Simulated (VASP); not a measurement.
Input of a VASP 6.6.1 run:

The input INCAR:

```
SYSTEM = Co
PREC     = Accurate       ! precision mode
ENCUT    = 520            ! plane-wave cutoff, eV
EDIFF    = 1E-6           ! SCF threshold, eV
ISMEAR   = -1             ! smearing method
SIGMA    = 0.1            ! smearing width, eV
LREAL    = .FALSE.        ! projectors in reciprocal space
LASPH    = .TRUE.         ! aspherical terms in the spheres
NELM     = 150            ! most SCF steps
ALGO     = Normal         ! electronic algorithm
ISIF     = 2              ! what is computed and relaxed
LWAVE    = .FALSE.        ! write WAVECAR
LCHARG   = .FALSE.        ! write CHGCAR
ISPIN    = 2              ! spin polarisation
MAGMOM   = 3 3            ! initial moments
LORBIT   = 11             ! projections on sites
LMAXMIX  = 4              ! l up to which the mixer works
GGA      = PE             ! functional
NBANDS   = 20             ! bands
```

The input KPOINTS:

```
Automatic mesh
0
G
  7 14 14
  0 0 0
```

File POSCAR:

```
Co
1.0
    0.0000000000      3.5921000000      3.5921000000
    1.7960500000      0.0000000000      1.7960500000
    1.7960500000      1.7960500000      0.0000000000
Co
2
Direct
    0.0000000000      0.0000000000      0.0000000000
    0.5000000000      0.0000000000      0.0000000000
```

Potentials or basis: VASP PAW PBE potentials, release 64 (Co).

The run is started by

```bash
$ cat potpaw_PBE.64/Co/POTCAR > POTCAR
$ mpirun -np 1 vasp_std > vasp.out
```

**Question.** What does it give for the pressure?

**Answer.** -10.8 GPa.

**Question.** Estimate the net moment.

**Answer.** 3.40 μB per cell.

Caveat: the cell stands under tension.
